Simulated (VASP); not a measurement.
Wanted: the native input for a VASP 6.6.1 run.

```yaml
Task: single point
Functional: PBE
Potentials_or_basis: VASP PAW PBE potentials, release 64 (F)
Cutoff: 520 eV
k_mesh: 12 × 12 × 16
Occupations: fermi-dirac, width 0.08 eV
Spin: no spin polarisation
Dipole_correction: no
Further_INCAR_settings: ALGO = Normal; EDIFF = 1e-07; NBANDS = 18
```

The structure of F lies in POSCAR:

```
F
1.0
    3.1501949576      0.0000000000      0.0000000000
   -1.5750974788      2.7281488601      0.0000000000
    0.0000000000      0.0000000000      1.4844388629
F
3
Direct
    0.0000000000      0.0000000000      0.0000000000
    0.3333333333      0.6666666667      0.5000000000
    0.6666666667      0.3333333333      0.5000000000
```

The input as run:

INCAR

```
SYSTEM = F
PREC = Accurate ; ENCUT = 520
EDIFF = 1E-7 ; ISMEAR = -1
SIGMA = 0.08 ; LREAL = .FALSE.
LASPH = .TRUE. ; NELM = 60
ALGO = Normal ; ISIF = 2
LWAVE = .FALSE. ; LCHARG = .TRUE.
GGA = PE ; LELF = .TRUE.
LVHAR = .TRUE. ; NBANDS = 18
```

KPOINTS

```
Automatic mesh
0
G
  12 12 16
  0 0 0
```

Potentials or basis: VASP PAW PBE potentials, release 64 (F).

Run with:

```console
$ cat potpaw_PBE.64/F/POTCAR > POTCAR
$ mpirun -np 1 vasp_std > vasp.out
```

It gave:

```
Pressure               : 429.9 GPa
Band gap on the k mesh : zero (an odd number of electrons rules out a gap without spin polarisation)
```

Caveat: the cell stands under pressure; an odd number of electrons without spin polarisation forces a metal; a magnetic or distorted state may lie lower.

Run time: 61 s on 1 thread of AMD EPYC 7R13, on a shared host, peak memory 0.11 GiB.
